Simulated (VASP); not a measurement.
# BaRhO3 (Pm-3m) in VASP: further runs

BaRhO3 is run at these levels: LDA; tasks: single point.

All numbers are computed with VASP 6.6.1; they aren't measurements. Logs are shortened: lines on timing, memory, paths and dates and some standing lists are left out, and cuts for length are marked.

### Step 1. The cell of the first run

The structure is cubic, space group Pm-3m (No. 221). The conventional cell has a = 4.067 Å, b = 4.067 Å, c = 4.067 Å, α = 90.00°, β = 90.00°, γ = 90.00°. Ba (site symmetry m-3m) has 12 O at 2.88 Å and 8 Rh at 3.52 Å within 3.8 Å. Within 2.7 Å of Rh (site symmetry m-3m) lie 6 O at 2.03 Å. O (site symmetry 4/mmm) has 2 Rh at 2.03 Å within 2.7 Å.

### Step 2. Single point, LDA

INCAR

```
PREC = Accurate
ENCUT = 700
EDIFF = 1E-6
ISMEAR = 0
SIGMA = 0.1
LREAL = False
LASPH = True
NELM = 120
ALGO = Normal
ISIF = 2
LWAVE = False
LCHARG = False
GGA = CA
NBANDS = 30
GGA_COMPAT = False
```

KPOINTS

```
regular mesh
0
Gamma
  6 6 6
```

POSCAR

```
BaRhO3
1.0
    4.0669746082      0.0000000000      0.0000000000
    0.0000000000      4.0669746082      0.0000000000
    0.0000000000      0.0000000000      4.0669746082
Ba Rh O
1 1 3
Direct
    0.0000000000      0.0000000000      0.0000000000
    0.5000000000      0.5000000000      0.5000000000
    0.5000000000      0.0000000000      0.5000000000
    0.0000000000      0.5000000000      0.5000000000
    0.5000000000      0.5000000000      0.0000000000
```

Potentials or basis: VASP PAW LDA potentials, release 64 (Ba_sv, Rh_sv_GW, O).

Launch:

```sh
$ cat potpaw_LDA.64/Ba_sv/POTCAR potpaw_LDA.64/Rh_sv_GW/POTCAR potpaw_LDA.64/O/POTCAR > POTCAR
$ mpirun -np 1 vasp_std > vasp.out
```

OUTCAR:

```text
PREC = Accurate
   ENCUT = 700
   EDIFF = 1E-6
   ISMEAR = 0
   LREAL = False
   LASPH = True
   NELM = 120
   ISIF = 2
   GGA = CA

 ion  position               nearest neighbor table
   1  0.000  0.000  0.000-   3 2.88   4 2.88   5 2.88   3 2.88   4 2.88   4 2.88   5 2.88   4 2.88
                             3 2.88   5 2.88   3 2.88   5 2.88   2 3.52   2 3.52   2 3.52   2 3.52
   2  0.500  0.500  0.500-   3 2.03   4 2.03   5 2.03   5 2.03   3 2.03   4 2.03   1 3.52   1 3.52
                             1 3.52   1 3.52   1 3.52   1 3.52   1 3.52   1 3.52
   3  0.500  0.000  0.500-   2 2.03   2 2.03   1 2.88   1 2.88   1 2.88   1 2.88
   4  0.000  0.500  0.500-   2 2.03   2 2.03   1 2.88   1 2.88   1 2.88   1 2.88
   5  0.500  0.500  0.000-   2 2.03   2 2.03   1 2.88   1 2.88   1 2.88   1 2.88

  LATTYP: Found a simple cubic cell.
 ALAT       =     4.0669746082

  Lattice vectors:

 A1 = (   4.0669746082,   0.0000000000,   0.0000000000)
 A2 = (   0.0000000000,   4.0669746082,   0.0000000000)
 A3 = (   0.0000000000,   0.0000000000,   4.0669746082)

Analysis of symmetry for initial positions (statically):
=====================================================================
 Subroutine PRICEL returns:
 Original cell was already a primitive cell.

 Routine SETGRP: Setting up the symmetry group for a
 simple cubic supercell.

 Subroutine GETGRP returns: Found 48 space group operations
 (whereof 48 operations were pure point group operations)
 out of a pool of 48 trial point group operations.

The static configuration has the point symmetry O_h .

Analysis of symmetry for dynamics (positions and initial velocities):
=====================================================================
 Subroutine PRICEL returns:
 Original cell was already a primitive cell.

 Routine SETGRP: Setting up the symmetry group for a
 simple cubic supercell.

 Subroutine GETGRP returns: Found 48 space group operations
 (whereof 48 operations were pure point group operations)
 out of a pool of 48 trial point group operations.

The dynamic configuration has the point symmetry O_h .

 Subroutine INISYM returns: Found 48 space group operations
 (whereof 48 operations are pure point group operations),
 and found     1 'primitive' translations

----------------------------------------------------------------------------------------

                                     Primitive cell

  volume of cell :      67.2689

  direct lattice vectors                    reciprocal lattice vectors
     4.066974608  0.000000000  0.000000000     0.245883020  0.000000000  0.000000000
     0.000000000  4.066974608  0.000000000     0.000000000  0.245883020  0.000000000
     0.000000000  0.000000000  4.066974608     0.000000000  0.000000000  0.245883020

  length of vectors
     4.066974608  4.066974608  4.066974608     0.245883020  0.245883020  0.245883020

  position of ions in fractional coordinates (direct lattice)
     0.000000000  0.000000000  0.000000000
     0.500000000  0.500000000  0.500000000
     0.500000000  0.000000000  0.500000000
     0.000000000  0.500000000  0.500000000
     0.500000000  0.500000000  0.000000000

  ion indices of the primitive-cell ions
   primitive index   ion index
                 1           1
                 2           2
                 3           3
                 4           4
                 5           5

----------------------------------------------------------------------------------------

 KPOINTS: regular mesh

Automatic generation of k-mesh.
 Grid dimensions read from file:
 generate k-points for:    6    6    6

 Generating k-lattice:

  Cartesian coordinates                     Fractional coordinates (reciprocal lattice)
     0.040980503  0.000000000  0.000000000     0.166666667  0.000000000  0.000000000
     0.000000000  0.040980503  0.000000000     0.000000000  0.166666667  0.000000000
     0.000000000  0.000000000  0.040980503     0.000000000  0.000000000  0.166666667

  Length of vectors
     0.040980503  0.040980503  0.040980503

  Shift w.r.t. Gamma in fractional coordinates (k-lattice)
     0.000000000  0.000000000  0.000000000

 Subroutine IBZKPT returns following result:
 ===========================================

 Found     20 irreducible k-points:

 Following reciprocal coordinates:
            Coordinates               Weight
  0.000000  0.000000  0.000000      1.000000
  0.166667  0.000000  0.000000      6.000000
  0.333333  0.000000  0.000000      6.000000
  0.500000  0.000000  0.000000      3.000000
  0.166667  0.166667  0.000000     12.000000
  0.333333  0.166667  0.000000     24.000000
[... 12 lines left out ...]
  0.500000  0.500000  0.333333      6.000000
  0.500000  0.500000  0.500000      1.000000
   k-points           NKPTS =     20   k-points in BZ     NKDIM =     20   number of bands    NBANDS=     30
   number of dos      NEDOS =    301   number of ions     NIONS =      5
   total plane-waves  NPLWV =  46656
   dimension x,y,z NGX =    36 NGY =   36 NGZ =   36
   dimension x,y,z NGXF=    72 NGYF=   72 NGZF=   72
   ions per type =               1   1   3
   NGX,Y,Z   is equivalent  to a cutoff of  14.72, 14.72, 14.72 a.u.
   NGXF,Y,Z  is equivalent  to a cutoff of  29.43, 29.43, 29.43 a.u.
 SYSTEM =  unknown system
   PREC   = accura    normal or accurate (medium, high low for compatibility)
   ISTART =      0    job   : 0-new  1-cont  2-samecut
   ICHARG =      2    charge: 1-file 2-atom 10-const
   ISPIN  =      1    spin polarized calculation?
   LNONCOLLINEAR =      F non collinear calculations
   LSORBIT =      F    spin-orbit coupling
   LASPH  =      T    aspherical Exc in radial PAW
   ENCUT  =  700.0 eV  51.45 Ry    7.17 a.u.   8.77  8.77  8.77*2*pi/ulx,y,z
   NELM   =    120;   NELMIN=  2; NELMDL= -5     # of ELM steps
   EDIFF  = 0.1E-05   stopping-criterion for ELM
   LREAL  =      F    real-space projection
   EDIFFG = 0.1E-04   stopping-criterion for IOM
   NSW    =      0    number of steps for IOM
   IBRION =     -1    ionic relax: 0-MD 1-quasi-New 2-CG
   NFREE  =      0    steps in history (QN), initial steepest desc. (CG)
   ISIF   =      2    stress and relaxation
   ISYM   =      2    0-nonsym 1-usesym 2-fastsym
   POTIM  = 0.5000    time-step for ionic-motion
   TEBEG  =    0.0;   TEEND  =   0.0 temperature during run
   PSTRESS=    0.0 pullay stress
   NELECT =      45.0000    total number of electrons
   NUPDOWN=      -1.0000    fix difference up-down
   EMIN   =  10.00;   EMAX   =-10.00  energy-range for DOS
   EFERMI =   0.00;   METHOD = LEGACY
   ISMEAR =     0;   SIGMA  =   0.10  broadening in eV -4-tet -1-fermi 0-gaus
   EFERMI_NEDOS =   21; number of points for ismear=-14 and -15
   IALGO  =     38    algorithm
   IMIX   =      4    mixing-type and parameters
     AMIX     =   0.40;   BMIX     =  1.00
     AMIX_MAG =   1.60;   BMIX_MAG =  1.00
  volume/ion in A,a.u.               =      13.45        90.79
  Fermi-wavevector in a.u.,A,eV,Ry     =   1.431773  2.705659 27.891594  2.049974
  Thomas-Fermi vector in A             =   2.551473
   LORBIT       =      0    0 simple, 1 ext, 2 COOP (PROOUT), +10 PAW based schemes
   GGA     = CA    functional components
   LHFCALC =     F    Hartree Fock is set to
   AEXX    =    0.0000 exact exchange contribution
   IVDW    =     0    specifies the selected vdW correction
   LEPSILON=     F    determine dielectric tensor
   LRPA    =     F    only Hartree local field effects (RPA)
 non-spin polarized calculation
 Gauss-broadening in eV      SIGMA  =   0.10
  energy-cutoff  :      700.00
  volume of cell :       67.27
 maximum number of plane-waves:      2872
 NGX is ok and might be reduce to    36
   NGX = 17   NGY = 17   NGZ = 17

 number of electron      44.9999991 magnetization

 Free energy of the ion-electron system (eV)
  ---------------------------------------------------
  ext. energy  EPLUGINS =         0.00000000
  ---------------------------------------------------
  free energy    TOTEN  =       -35.35277576 eV

  energy without entropy =      -35.31141438  energy(sigma->0) =      -35.33209507

 E-fermi :   4.1092     XC(G=0): -11.8012

 val. band max:        4.1081731685   @ k =   0.3333   0.1667   0.0000
 cond. band min:       4.1546441753   @ k =   0.5000   0.0000   0.0000
 fundamental gap:      0.0464710067
 Fermi energy:         4.1092400494

 k-point     1 :       0.0000    0.0000    0.0000
  band No.  band energies     occupation
      1     -75.0576      2.00000
      2     -43.1417      2.00000
      3     -43.1417      2.00000
      4     -43.1417      2.00000
      5     -21.5407      2.00000
      6     -13.7471      2.00000
[... 22 lines left out ...]
     29      11.4222      0.00000
     30      11.4222      0.00000

 k-point     2 :       0.1667    0.0000    0.0000
  band No.  band energies     occupation
      1     -75.0576      2.00000
      2     -43.1434      2.00000
      3     -43.1417      2.00000
      4     -43.1416      2.00000
      5     -21.5172      2.00000
      6     -13.7516      2.00000
[... 22 lines left out ...]
     29      11.3690      0.00000
     30      11.6986      0.00000

 k-point     3 :       0.3333    0.0000    0.0000
  band No.  band energies     occupation
      1     -75.0575      2.00000
      2     -43.1466      2.00000
      3     -43.1415      2.00000
      4     -43.1415      2.00000
      5     -21.4692      2.00000
      6     -13.8309      2.00000
[... 22 lines left out ...]
     29      11.9288      0.00000
     30      12.2059      0.00000

 k-point     4 :       0.5000    0.0000    0.0000
  band No.  band energies     occupation
      1     -75.0575      2.00000
      2     -43.1482      2.00000
      3     -43.1414      2.00000
      4     -43.1414      2.00000
      5     -21.4448      2.00000
      6     -13.8923      2.00000
[... 484 lines left out ...]
     29      12.0320      0.00000
     30      12.9173      0.00000

 k-point    19 :       0.5000    0.5000    0.3333
  band No.  band energies     occupation
      1     -75.0574      2.00000
      2     -43.1476      2.00000
      3     -43.1476      2.00000
      4     -43.1459      2.00000
      5     -21.3341      2.00000
      6     -12.9743      2.00000
[... 22 lines left out ...]
     29      12.3923      0.00000
     30      13.3623      0.00000

 k-point    20 :       0.5000    0.5000    0.5000
  band No.  band energies     occupation
      1     -75.0574      2.00000
      2     -43.1475      2.00000
      3     -43.1475      2.00000
      4     -43.1475      2.00000
      5     -21.3200      2.00000
      6     -12.8305      2.00000
[... 22 lines left out ...]
     29      13.2237      0.00000
     30      13.2237      0.00000

------------------------ aborting loop because EDIFF is reached ----------------------------------------

  FORCE on cell =-STRESS in cart. coord.  units (eV):
  Direction    XX          YY          ZZ          XY          YZ          ZX
  --------------------------------------------------------------------------------------
  -------------------------------------------------------------------------------------
  Total       -5.0010711     -5.0010711     -5.0010711      0.0000000      0.0000000     -0.0000000
  in kB     -119.1130181   -119.1130181   -119.1130181      0.0000000      0.0000000     -0.0000000
  external PRESSURE =    -119.1130181 kB  Pullay stress =       0.0000000 kB

 VOLUME and BASIS-vectors are now :
 -----------------------------------------------------------------------------
  energy-cutoff  :      700.00
  volume of cell :       67.27
      direct lattice vectors                 reciprocal lattice vectors
     4.066974608  0.000000000  0.000000000     0.245883020  0.000000000  0.000000000
     0.000000000  4.066974608  0.000000000     0.000000000  0.245883020  0.000000000
     0.000000000  0.000000000  4.066974608     0.000000000  0.000000000  0.245883020

 POSITION                                       TOTAL-FORCE (eV/Angst)
 -----------------------------------------------------------------------------------
      0.00000      0.00000      0.00000         0.000000      0.000000      0.000000
      2.03349      2.03349      2.03349         0.000000      0.000000      0.000000
      2.03349      0.00000      2.03349         0.000000      0.000000      0.000000
      0.00000      2.03349      2.03349         0.000000      0.000000      0.000000
      2.03349      2.03349      0.00000         0.000000      0.000000      0.000000
 -----------------------------------------------------------------------------------
    total drift:                                0.000000      0.000000      0.000000

  FREE ENERGIE OF THE ION-ELECTRON SYSTEM (eV)
  ---------------------------------------------------
  free  energy   TOTEN  =       -35.3527757572 eV

  energy  without entropy=      -35.3114143821  energy(sigma->0) =      -35.33209507
```

Wall time 43 s (1 thread of Intel Xeon Platinum 8488C (Sapphire Rapids), shared host); peak memory 0.23 GiB.

What came out:

- Free energy: -35.3528 eV
- Pressure: -11.9 GPa
- Band gap on the k mesh: zero (an odd number of electrons rules out a gap without spin polarisation)

Caveat: the cell stands under tension; spin-orbit coupling is left out, which moves the levels of the heavy elements; an odd number of electrons without spin polarisation forces a metal; a magnetic or distorted state may lie lower.

### Step 3. Single point, LDA

This run uses another cell than the first one, of 14.28 Å³/atom.

Changes to INCAR since step 2:

```diff
@@ -11,4 +11,6 @@
 LWAVE = False
-LCHARG = False
+LCHARG = True
 GGA = CA
+LELF = True
+LVHAR = True
 NBANDS = 30
```

KPOINTS

```
Automatic mesh
0
Gamma
  6 6 6
```

Changes to POSCAR since step 2:

```diff
@@ -2,5 +2,5 @@
 1.0
-    4.0669746082      0.0000000000      0.0000000000
-    0.0000000000      4.0669746082      0.0000000000
-    0.0000000000      0.0000000000      4.0669746082
+    4.1483355868      0.0000000000      0.0000000000
+    0.0000000000      4.1483355868      0.0000000000
+    0.0000000000      0.0000000000      4.1483355868
 Ba Rh O
```

Potentials or basis: VASP PAW LDA potentials, release 64 (Ba_sv, Rh_sv_GW, O).

Launch:

```sh
$ cat potpaw_LDA.64/Ba_sv/POTCAR potpaw_LDA.64/Rh_sv_GW/POTCAR potpaw_LDA.64/O/POTCAR > POTCAR
$ mpirun -np 1 vasp_std > vasp.out
```

Wall time 30 s (1 thread of Intel Xeon 6975P-C (Granite Rapids), shared host); peak memory 0.23 GiB.

The run converged. Its results:

```yaml
Free_energy: -34.9705 eV
Pressure: -18.1 GPa
Band_gap_on_the_k_mesh: zero (an odd number of electrons rules out a gap without spin polarisation)
```

Levels at points of the mesh, in eV from the Fermi level:
```csv
k point,band 19,band 20,band 21,band 22,band 23,band 24,band 25,band 26,band 27,band 28
"(0.00, 0.00, 0.00)",-1.88,-1.88,-1.31,-1.31,-1.31,-0.84,-0.84,4.07,4.07,4.99
"(0.50, 0.00, 0.00)",-2.39,-1.84,-1.84,-0.84,0.06,0.06,1.84,5.79,6.15,7.00
"(0.50, 0.50, 0.00)",-1.85,-1.01,-0.09,-0.09,0.09,0.36,4.14,6.37,6.81,8.31
"(0.50, 0.50, 0.50)",-0.94,-0.94,0.52,0.52,0.52,4.14,4.14,5.38,5.38,5.38
```

Caveat: the cell stands under tension; spin-orbit coupling is left out, which moves the levels of the heavy elements; an odd number of electrons without spin polarisation forces a metal; a magnetic or distorted state may lie lower.

[end of part 1 of 2]

The gap in the log of VASP goes by the Fermi energy; the results here count the filled bands.